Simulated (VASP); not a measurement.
Runs of VASP 6.6.1 on S. The structure is that of space group I4/mmm (No. 139), or close to it. The cells are those of the table. 

```csv
cell,gap on the mesh (eV),pressure (GPa)
"a = 2.786, b = 2.786, c = 2.900 Å, angles 58.6, 58.6, 62.7°, 1 atom",none,-3.9
"a = 2.872, b = 2.872, c = 2.732 Å, angles 61.6, 61.6, 56.8°, 1 atom",none,-3.9
"a = 2.746, b = 2.746, c = 3.256 Å, angles 53.6, 53.6, 72.7°, 1 atom",none,-4.3
"a = 3.077, b = 3.077, c = 2.513 Å, angles 65.9, 65.9, 48.2°, 1 atom",none,(a)
"a = 2.763, b = 2.763, c = 2.977 Å, angles 57.4, 57.4, 65.2°, 1 atom",none,-4.0
"a = 2.748, b = 2.748, c = 3.064 Å, angles 56.1, 56.1, 67.8°, 1 atom",none,-4.3
```

Alike in all rows: task single point; level PBE+D3(BJ); potentials or basis VASP PAW PBE potentials, release 64 (S); no spin polarisation; k mesh 22 × 22 × 22; cutoff (eV) 520; smearing gaussian 0.15 eV.

Q: Fill in the values left out.

A: (a) -2.4.

Caveats: the stress differs along the axes, from -8 to -2 GPa (at least some runs); the stress differs along the axes, from -7 to 2 GPa (at least some runs); the stress differs along the axes, from -7 to 1 GPa (at least some runs); the stress differs along the axes, from -10 to 12 GPa (at least some runs); the stress differs along the axes, from -12 to 0 GPa (at least some runs); the stress differs along the axes, from -11 to -1 GPa (at least some runs).

A gap of «none» marks levels without a gap at the run's occupations.
